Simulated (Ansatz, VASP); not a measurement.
**Zn: VASP beside Ansatz**

File POSCAR:

```
Zn
1.0
    0.0000000000      1.9777881408      1.9777881408
    1.9777881408      0.0000000000      1.9777881408
    1.9777881408      1.9777881408      0.0000000000
Zn
1
Direct
    0.0000000000      0.0000000000      0.0000000000
```

Contents of INCAR.step1:

```
ALGO = Normal
EDIFF = 1E-5
ENCUT = 440
GGA = PE
GGA_COMPAT = False
ISIF = 2
ISMEAR = 0
LASPH = True
LCHARG = False
LREAL = False
LWAVE = True
NBANDS = 12
NELM = 120
PREC = Accurate
SIGMA = 0.02
```

INCAR.step2

```
AEXX = 0.1
ALGO = Normal
EDIFF = 1E-6
ENCUT = 440
GGA_COMPAT = False
ISIF = 2
ISMEAR = 0
ISTART = 1
IVDW = 13
LASPH = True
LCHARG = False
LHFCALC = True
LMIXTAU = True
LREAL = False
LWAVE = False
METAGGA = R2SCAN
NBANDS = 12
NELM = 120
PREC = Accurate
PRECFOCK = Normal
SIGMA = 0.02
VDW_A1 = 0.4944
VDW_A2 = 5.9019
VDW_S6 = 1.0
VDW_S8 = 0.8324
```

The input KPOINTS:

```
k-points
0
Gamma
  8 8 8
```

The input input.yaml:

```yaml
crystal:
  lattice:
    - [0.0, 1.9777881408, 1.9777881408]
    - [1.9777881408, 0.0, 1.9777881408]
    - [1.9777881408, 1.9777881408, 0.0]
  atoms:
    - { symbol: Zn, position: [0.0, 0.0, 0.0] }
hamiltonian:
  xc: r2scanh
  pseudopotentials: { kind: paw }
  dispersion: d4
kpoints:
  mp_grid: { grid: [8, 8, 8] }
scf:
  occupations: { method: gaussian, width: 0.02 }
output:
  forces: true
  stress: true
  eigenvalues: true
```

Alike in both runs: task single point; functional r2SCANh; dispersion D4; k mesh 8 × 8 × 8; occupations gaussian, width 0.02 eV; no spin polarisation.

```csv
,VASP,Ansatz
version,VASP 6.6.1,Ansatz 0.2.0
potentials or method,"VASP PAW PBE potentials, release 64 (Zn)",Ansatz PAW
plane-wave cutoff (eV),440,500
valence electrons in the cell,12,12
```

```tsv
	VASP	Ansatz	Ansatz less VASP
gap on the k mesh at the Fermi level (eV)	none	none	-
pressure (GPa)	-6.2	-5.9	+0.24
```

VASP's potentials were made for PBE, not for r2SCANh. A gap of «none» marks a metal or a gap that the smearing closes.
